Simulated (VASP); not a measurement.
# MnO (Fm-3m) in VASP: settings compared

Aim: see how the results for MnO move with the level of theory and the settings. Levels: PBEsol+D4, LDA. Tasks: single point.

All numbers are computed with VASP 6.6.1; they aren't measurements. Logs are shortened: lines on timing, memory, paths and dates and some standing lists are left out, and cuts for length are marked.

## Step 1: The cell of the first run

It takes space group Fm-3m (No. 225, cubic). The conventional cell has a = 4.357 Å, b = 4.357 Å, c = 4.357 Å, α = 90.00°, β = 90.00°, γ = 90.00°. Mn (site symmetry m-3m) has 6 O at 2.18 Å within 2.9 Å. O (site symmetry m-3m) has 6 Mn at 2.18 Å within 2.9 Å.

## Step 2: Single point, PBEsol+D4, collinear spin, ferromagnetic start

Contents of INCAR:

```
PREC = Accurate
ENCUT = 700
EDIFF = 1E-6
ISMEAR = -1
SIGMA = 0.05
LREAL = False
LASPH = True
NELM = 200
ALGO = Normal
ISIF = 2
LWAVE = False
LCHARG = False
ISPIN = 2
MAGMOM = 4 0
LORBIT = 11
LMAXMIX = 4
GGA = PS
IVDW = 13
NBANDS = 22
GGA_COMPAT = False
```

Contents of KPOINTS:

```
Automatic mesh
0
Gamma
  10 10 10
```

Contents of POSCAR:

```
MnO
1.0
    0.0000000000      2.1785090927      2.1785090927
    2.1785090927      0.0000000000      2.1785090927
    2.1785090927      2.1785090927      0.0000000000
Mn O
1 1
Direct
    0.0000000000      0.0000000000      0.0000000000
    0.5000000000      0.5000000000      0.5000000000
```

Potentials or basis: VASP PAW PBE potentials, release 64 (Mn_sv, O).

Started as:

```bash
> cat potpaw_PBE.64/Mn_sv/POTCAR potpaw_PBE.64/O/POTCAR > POTCAR
> mpirun -np 1 vasp_std > vasp.out
```

OUTCAR:

```text
PREC = Accurate
   ENCUT = 700
   EDIFF = 1E-6
   ISMEAR = -1
   LREAL = False
   LASPH = True
   NELM = 200
   ISIF = 2
   ISPIN = 2
   LORBIT = 11
   GGA = PS
   IVDW = 13

 ion  position               nearest neighbor table
   1  0.000  0.000  0.000-   2 2.18   2 2.18   2 2.18   2 2.18   2 2.18   2 2.18
   2  0.500  0.500  0.500-   1 2.18   1 2.18   1 2.18   1 2.18   1 2.18   1 2.18

  LATTYP: Found a face centered cubic cell.
 ALAT       =     4.3570181854

  Lattice vectors:

 A1 = (   0.0000000000,   2.1785090927,   2.1785090927)
 A2 = (   2.1785090927,   0.0000000000,   2.1785090927)
 A3 = (   2.1785090927,   2.1785090927,   0.0000000000)

Analysis of symmetry for initial positions (statically):
=====================================================================
 Subroutine PRICEL returns:
 Original cell was already a primitive cell.

 Routine SETGRP: Setting up the symmetry group for a
 face centered cubic supercell.

 Subroutine GETGRP returns: Found 48 space group operations
 (whereof 48 operations were pure point group operations)
 out of a pool of 48 trial point group operations.

The static configuration has the point symmetry O_h .

Analysis of symmetry for dynamics (positions and initial velocities):
=====================================================================
 Subroutine PRICEL returns:
 Original cell was already a primitive cell.

 Routine SETGRP: Setting up the symmetry group for a
 face centered cubic supercell.

 Subroutine GETGRP returns: Found 48 space group operations
 (whereof 48 operations were pure point group operations)
 out of a pool of 48 trial point group operations.

The dynamic configuration has the point symmetry O_h .

Analysis of structural, dynamic, and magnetic symmetry:
=====================================================================
 Subroutine PRICEL returns:
 Original cell was already a primitive cell.

 Routine SETGRP: Setting up the symmetry group for a
 face centered cubic supercell.

 Subroutine GETGRP returns: Found 48 space group operations
 (whereof 48 operations were pure point group operations)
 out of a pool of 48 trial point group operations.

The overall configuration has the point symmetry O_h .

 Subroutine INISYM returns: Found 48 space group operations
 (whereof 48 operations are pure point group operations),
 and found     1 'primitive' translations

----------------------------------------------------------------------------------------

                                     Primitive cell

  volume of cell :      20.6780

  direct lattice vectors                    reciprocal lattice vectors
     0.000000000  2.178509093  2.178509093    -0.229514764  0.229514764  0.229514764
     2.178509093  0.000000000  2.178509093     0.229514764 -0.229514764  0.229514764
     2.178509093  2.178509093  0.000000000     0.229514764  0.229514764 -0.229514764

  length of vectors
     3.080877105  3.080877105  3.080877105     0.397531232  0.397531232  0.397531232

  position of ions in fractional coordinates (direct lattice)
     0.000000000  0.000000000  0.000000000
     0.500000000  0.500000000  0.500000000

  ion indices of the primitive-cell ions
   primitive index   ion index
                 1           1
                 2           2

----------------------------------------------------------------------------------------

 KPOINTS: Automatic mesh

Automatic generation of k-mesh.
 Grid dimensions read from file:
 generate k-points for:   10   10   10

 Generating k-lattice:

  Cartesian coordinates                     Fractional coordinates (reciprocal lattice)
    -0.022951476  0.022951476  0.022951476     0.100000000  0.000000000  0.000000000
     0.022951476 -0.022951476  0.022951476     0.000000000  0.100000000  0.000000000
     0.022951476  0.022951476 -0.022951476     0.000000000  0.000000000  0.100000000

  Length of vectors
     0.039753123  0.039753123  0.039753123

  Shift w.r.t. Gamma in fractional coordinates (k-lattice)
     0.000000000  0.000000000  0.000000000

[... 42 lines left out ...]
  energy-cutoff  :      700.00
  volume of cell :       20.68
 maximum number of plane-waves:       893
   NGX = 13   NGY = 13   NGZ = 13

 number of electron      20.9999990 magnetization       4.5289541

 Free energy of the ion-electron system (eV)
  ---------------------------------------------------
  ext. energy  EPLUGINS =         0.00000000
  ---------------------------------------------------
  free energy    TOTEN  =       -17.33742564 eV

  energy without entropy =      -17.32728851  energy(sigma->0) =      -17.33235707

 E-fermi :  10.0492     XC(G=0): -12.5339

 val. band max:        9.9875456805   @ k =  -0.4000   0.4000   0.1000
 cond. band min:      10.0663167853   @ k =  -0.4000   0.2000   0.1000
 fundamental gap:      0.0787711048
 Fermi energy:        10.0491730603

 spin component 1

 k-point     1 :       0.0000    0.0000    0.0000
  band No.  band energies     occupation
      1     -71.2677      1.00000
      2     -40.1196      1.00000
      3     -40.1196      1.00000
      4     -40.1196      1.00000
      5     -10.7956      1.00000
      6       5.8886      1.00000
[... 14 lines left out ...]
     21      30.5984      0.00000
     22      33.2422      0.00000
[... 552 lines left out ...]
  band No.  band energies     occupation
      1     -71.2578      1.00000
      2     -40.1818      1.00000
      3     -40.1457      1.00000
      4     -40.1432      1.00000
      5      -9.8570      1.00000
      6       2.2785      1.00000
[... 14 lines left out ...]
     21      37.0721      0.00000
     22      38.3412      0.00000

 [... further k-points ...]

 spin component 2

 k-point     1 :       0.0000    0.0000    0.0000
  band No.  band energies     occupation
      1     -66.7681      1.00000
      2     -35.6984      1.00000
      3     -35.6984      1.00000
      4     -35.6984      1.00000
      5     -10.3486      1.00000
      6       6.2847      1.00000
[... 14 lines left out ...]
     21      32.7857      0.00000
     22      34.7316      0.00000
[... 552 lines left out ...]
  band No.  band energies     occupation
      1     -66.7564      1.00000
      2     -35.7758      1.00000
      3     -35.7304      1.00000
      4     -35.7274      1.00000
      5      -9.4342      1.00000
      6       3.0444      1.00000
[... 14 lines left out ...]
     21      38.1149      0.00000
     22      39.0755      0.00000

 [... further k-points ...]

------------------------ aborting loop because EDIFF is reached ----------------------------------------

  DFT-D4 for vdW energy calculation

  Edisp (eV):   -0.28132

  FORCE on cell =-STRESS in cart. coord.  units (eV):
  Direction    XX          YY          ZZ          XY          YZ          ZX
  --------------------------------------------------------------------------------------
  -------------------------------------------------------------------------------------
  Total      -0.54123    -0.54123    -0.54123     0.00000     0.00000    -0.00000
  in kB     -41.93584   -41.93584   -41.93584     0.00000     0.00000    -0.00000
  external pressure =      -41.94 kB  Pullay stress =        0.00 kB

 VOLUME and BASIS-vectors are now :
 -----------------------------------------------------------------------------
  energy-cutoff  :      700.00
  volume of cell :       20.68
      direct lattice vectors                 reciprocal lattice vectors
     0.000000000  2.178509093  2.178509093    -0.229514764  0.229514764  0.229514764
     2.178509093  0.000000000  2.178509093     0.229514764 -0.229514764  0.229514764
     2.178509093  2.178509093  0.000000000     0.229514764  0.229514764 -0.229514764

 POSITION                                       TOTAL-FORCE (eV/Angst)
 -----------------------------------------------------------------------------------
      0.00000      0.00000      0.00000         0.000000      0.000000      0.000000
      2.17851      2.17851      2.17851         0.000000      0.000000     -0.000000
 -----------------------------------------------------------------------------------
    total drift:                                0.000000      0.000000      0.000000

  FREE ENERGIE OF THE ION-ELECTRON SYSTEM (eV)
  ---------------------------------------------------
  free  energy   TOTEN  =       -17.6187415003 eV

  energy  without entropy=      -17.6086043643  energy(sigma->0) =      -17.61367293

 total charge

# of ion       s       p       d       tot
------------------------------------------
    1        2.121   6.019   4.698  12.838
    2        1.553   3.413   0.000   4.966
--------------------------------------------------
tot          3.674   9.432   4.698  17.804

 magnetization (x)

# of ion       s       p       d       tot
------------------------------------------
    1        0.024   0.013   3.933   3.969
    2        0.031   0.147   0.000   0.179
--------------------------------------------------
tot          0.055   0.160   3.933   4.148
```

Run time: 79 s. Hardware: 1 thread of Intel Xeon Platinum 8259CL at 2.50GHz (Skylake/Cascade Lake), shared host; peak memory 0.2 GiB.

What came out:

| Item | Value |
| --- | --- |
| Free energy | -17.6187 eV |
| Pressure | -4.2 GPa |
| Net moment | 4.53 μB per cell |
| Site moments | Mn +3.97; O +0.18 μB |
| Valence electrons inside the program's atomic spheres | Mn 12.84; O 4.97 |
| Dispersion energy per atom | -0.141 eV |

Levels at points of the mesh, in eV from the Fermi level:
Spin up:
```csv
k point,band 10,band 11,band 12,band 13,band 14,band 15,band 16,band 17
"(0.00, 0.00, 0.00)",-3.29,-3.29,-2.72,-2.72,-0.38,13.93,16.53,16.53
"(0.50, 0.00, 0.00)",-2.27,-1.83,0.36,0.36,3.41,8.12,12.07,12.07
"(0.50, 0.50, 0.00)",-2.23,-1.95,-1.95,-1.78,5.30,7.97,10.55,14.11
```
Spin down:
| k point | band 5 | band 6 | band 7 | band 8 | band 9 | band 10 | band 11 | band 12 |
| --- | --- | --- | --- | --- | --- | --- | --- | --- |
| (0.00, 0.00, 0.00) | -20.40 | -3.76 | -3.76 | -3.76 | 0.42 | 0.42 | 0.42 | 0.82 |
| (0.50, 0.00, 0.00) | -19.29 | -8.06 | -5.40 | -5.40 | 1.76 | 1.80 | 1.80 | 3.65 |
| (0.50, 0.50, 0.00) | -19.36 | -7.03 | -4.80 | -4.80 | -1.33 | 1.78 | 2.10 | 2.28 |

Caveat: the cell stands under tension; the PAW data sets were made with another functional, which shifts forces and pressure a little; a cell with one magnetic atom can't hold antiferromagnetic order, which such compounds often take; semilocal functionals often make such compounds metallic where correlation or magnetic order opens a gap, which also shifts bond lengths.

## Step 3: Single point, LDA, collinear spin, ferromagnetic start

This run uses another cell than the first one, of 10.56 Å³/atom.

Contents of INCAR:

```
PREC = Accurate ; ENCUT = 700
EDIFF = 1E-6 ; ISMEAR = -1
SIGMA = 0.05 ; LREAL = False
LASPH = True ; NELM = 200
ALGO = Normal ; ISIF = 2
LWAVE = False ; LCHARG = False
ISPIN = 2 ; MAGMOM = 4 0
LORBIT = 11 ; LMAXMIX = 4
NBANDS = 22 ; GGA_COMPAT = False
```

KPOINTS is that of step 2.

Contents of POSCAR:

```
MnO
1.0
    0.0000000000      2.1938512115      2.1938512115
    2.1938512115      0.0000000000      2.1938512115
    2.1938512115      2.1938512115      0.0000000000
Mn O
1 1
Direct
    0.0000000000      0.0000000000      0.0000000000
    0.5000000000      0.5000000000      0.5000000000
```

Potentials or basis: VASP PAW LDA potentials, release 64 (Mn_sv, O).

Started as:

```bash
> cat potpaw_LDA.64/Mn_sv/POTCAR potpaw_LDA.64/O/POTCAR > POTCAR
> mpirun -np 1 vasp_std > vasp.out
```

Run time: 69 s. Hardware: 1 thread of AMD EPYC 7R13 (Zen 3), shared host; peak memory 0.15 GiB.

It converged, with:

- Free energy: -17.7333 eV
- Pressure: -16.2 GPa
- Net moment: 4.36 μB per cell
- Site moments: Mn +3.82; O +0.17 μB
- Valence electrons inside the program's atomic spheres: Mn 12.84; O 4.94

Levels at points of the mesh, in eV from the Fermi level:
Spin up:
```csv
k point,band 9,band 10,band 11,band 12,band 13,band 14,band 15,band 16,band 17,band 18
"(0.00, 0.00, 0.00)",-3.01,-3.01,-3.01,-2.48,-2.48,-0.21,14.13,16.52,16.52,16.52
"(0.50, 0.00, 0.00)",-2.01,-2.01,-1.61,0.46,0.46,3.59,8.04,12.06,12.06,18.99
"(0.50, 0.50, 0.00)",-4.13,-2.01,-1.70,-1.70,-1.57,5.33,7.97,10.66,13.98,13.98
```
Spin down:
```tsv
k point	band 4	band 5	band 6	band 7	band 8	band 9	band 10	band 11	band 12	band 13
(0.00, 0.00, 0.00)	-45.71	-19.99	-3.66	-3.66	-3.66	0.19	0.19	0.19	0.73	0.87
(0.50, 0.00, 0.00)	-45.72	-18.91	-7.88	-5.30	-5.30	1.50	1.50	1.50	3.34	3.34
(0.50, 0.50, 0.00)	-45.74	-18.97	-6.83	-4.68	-4.68	-1.44	1.50	1.81	1.96	1.96
```

Caveat: the cell stands under tension; a cell with one magnetic atom can't hold antiferromagnetic order, which such compounds often take; semilocal functionals often make such compounds metallic where correlation or magnetic order opens a gap, which also shifts bond lengths. With open d or f shells a metallic result of LDA can be an artefact of self-interaction; +U or a hybrid may open a gap.

## Step 4: Single point, LDA, collinear spin, ferromagnetic start

This run uses another cell than the first one, of 11.66 Å³/atom.

Contents of INCAR:

```
PREC = Accurate
ENCUT = 700
EDIFF = 1E-6
ISMEAR = -1
SIGMA = 0.05
LREAL = False
LASPH = True
NELM = 200
ALGO = Normal
ISIF = 2
LWAVE = False
LCHARG = False
ISPIN = 2
MAGMOM = 4 0
LORBIT = 11
LMAXMIX = 4
GGA = CA
NBANDS = 22
GGA_COMPAT = False
```

KPOINTS is that of step 3.

Contents of POSCAR:

```
MnO
1.0
    0.0000000000      2.2675248097      2.2675248097
    2.2675248097      0.0000000000      2.2675248097
    2.2675248097      2.2675248097      0.0000000000
Mn O
1 1
Direct
    0.0000000000      0.0000000000      0.0000000000
    0.5000000000      0.5000000000      0.5000000000
```

Started as:

```bash
> cat potpaw_LDA.64/Mn_sv/POTCAR potpaw_LDA.64/O/POTCAR > POTCAR
> mpirun -np 1 vasp_std > vasp.out
```

Run time: 35 s. Hardware: 1 thread of Intel Xeon 6975P-C (Granite Rapids), shared host; peak memory 0.17 GiB.

The run converged. Its results:

| Item | Value |
| --- | --- |
| Free energy | -17.4784 eV |
| Pressure | -21.3 GPa |
| Net moment | 4.73 μB per cell |
| Site moments | Mn +4.09; O +0.20 μB |
| Valence electrons inside the program's atomic spheres | Mn 12.79; O 4.91 |

Levels at points of the mesh, in eV from the Fermi level:
Spin up:
```
           k point  band 9  band 10  band 11  band 12  band 13  band 14  band 15  band 16  band 17  band 18
(0.00, 0.00, 0.00)   -2.90    -2.90    -2.90    -2.44    -2.44    -0.62    13.85    15.74    15.74    15.74
(0.50, 0.00, 0.00)   -2.08    -2.08    -1.69     0.22     0.22     3.39     7.25    11.40    11.40    17.70
(0.50, 0.50, 0.00)   -3.82    -2.04    -1.82    -1.82    -1.76     4.64     7.49    10.14    12.96    12.96
```
Spin down:
```tsv
k point	band 6	band 7	band 8	band 9	band 10	band 11
(0.00, 0.00, 0.00)	-3.09	-3.09	-3.09	0.42	0.56	0.56
(0.50, 0.00, 0.00)	-6.95	-4.51	-4.51	1.67	1.69	1.69
(0.50, 0.50, 0.00)	-6.01	-4.02	-4.02	-0.85	1.72	1.85
```

Caveat: the cell stands under tension; a cell with one magnetic atom can't hold antiferromagnetic order, which such compounds often take; semilocal functionals often make such compounds metallic where correlation or magnetic order opens a gap, which also shifts bond lengths. With open d or f shells a metallic result of LDA can be an artefact of self-interaction; +U or a hybrid may open a gap.

## Step 5: Single point, LDA, collinear spin, ferromagnetic start

This run uses another cell than the first one, of 11.22 Å³/atom.

Contents of INCAR:

```
PREC = Accurate
ENCUT = 700
EDIFF = 1E-6
ISMEAR = -1
SIGMA = 0.05
LREAL = F
LASPH = T
NELM = 200
ALGO = Normal
ISIF = 2
LWAVE = F
LCHARG = T
ISPIN = 2
MAGMOM = 4 0
LORBIT = 11
LMAXMIX = 4
GGA = CA
LELF = T
LVHAR = T
NBANDS = 22
GGA_COMPAT = F
```

Contents of KPOINTS:

```
regular mesh
0
Gamma
  10 10 10
```

Contents of POSCAR:

```
MnO
1.0
    0.0000000000      2.2386359976      2.2386359976
    2.2386359976      0.0000000000      2.2386359976
    2.2386359976      2.2386359976      0.0000000000
Mn O
1 1
Direct
    0.0000000000      0.0000000000      0.0000000000
    0.5000000000      0.5000000000      0.5000000000
```

Started as:

```bash
> cat potpaw_LDA.64/Mn_sv/POTCAR potpaw_LDA.64/O/POTCAR > POTCAR
> mpirun -np 1 vasp_std > vasp.out
```

Wall time 57 s (1 thread of Intel Xeon Platinum 8259CL at 2.50GHz (Skylake/Cascade Lake), shared host); peak memory 0.18 GiB.

It converged, with:

```yaml
Free_energy: -17.5889 eV
Pressure: -19.7 GPa
Net_moment: 4.59 μB per cell
Site_moments: Mn +3.99; O +0.19 μB
Valence_electrons_inside_the_program's_atomic_spheres: Mn 12.81; O 4.92
```

Levels at points of the mesh, in eV from the Fermi level:
Spin up:
| k point | band 11 | band 12 | band 13 | band 14 | band 15 | band 16 |
| --- | --- | --- | --- | --- | --- | --- |
| (0.00, 0.00, 0.00) | -2.95 | -2.46 | -2.46 | -0.48 | 13.95 | 16.02 |
| (0.50, 0.00, 0.00) | -1.67 | 0.30 | 0.30 | 3.45 | 7.54 | 11.64 |
| (0.50, 0.50, 0.00) | -1.78 | -1.78 | -1.70 | 4.89 | 7.65 | 10.32 |
Spin down:
```tsv
k point	band 6	band 7	band 8	band 9	band 10	band 11
(0.00, 0.00, 0.00)	-3.32	-3.32	-3.32	0.42	0.42	0.42
(0.50, 0.00, 0.00)	-7.32	-4.82	-4.82	1.60	1.61	1.61
(0.50, 0.50, 0.00)	-6.34	-4.29	-4.29	-1.08	1.63	1.83
```

Caveat: the cell stands under tension; a cell with one magnetic atom can't hold antiferromagnetic order, which such compounds often take; semilocal functionals often make such compounds metallic where correlation or magnetic order opens a gap, which also shifts bond lengths. With open d or f shells a metallic result of LDA can be an artefact of self-interaction; +U or a hybrid may open a gap.

## Step 6: The runs side by side

```csv
level,potentials or basis,cell,gap on the mesh (eV),pressure (GPa),moment (μB)
PBEsol+D4,"VASP PAW PBE potentials, release 64 (Mn_sv, O)","a = 3.081 Å, angles 60.0°, 2 atoms",none,-4.2,4.53
LDA,"VASP PAW LDA potentials, release 64 (Mn_sv, O)","a = 3.103 Å, angles 60.0°, 2 atoms",none,-16.2,4.36
LDA,"VASP PAW LDA potentials, release 64 (Mn_sv, O)","a = 3.207 Å, angles 60.0°, 2 atoms",none,-21.3,4.73
LDA,"VASP PAW LDA potentials, release 64 (Mn_sv, O)","a = 3.166 Å, angles 60.0°, 2 atoms",none,-19.7,4.59
```

Alike in all rows: task single point; spin collinear, ferromagnetic start; k mesh 10 × 10 × 10; cutoff (eV) 700; smearing fermi-dirac 0.05 eV.

Caveats: the cell stands under tension; a cell with one magnetic atom can't hold antiferromagnetic order, which such compounds often take; semilocal functionals often make such compounds metallic where correlation or magnetic order opens a gap, which also shifts bond lengths; the PAW data sets were made with another functional, which shifts forces and pressure a little (at least some runs).

Absolute energies hang on the potentials; compare differences alone.

The gap in the log of VASP goes by the Fermi energy; the results here count the filled bands.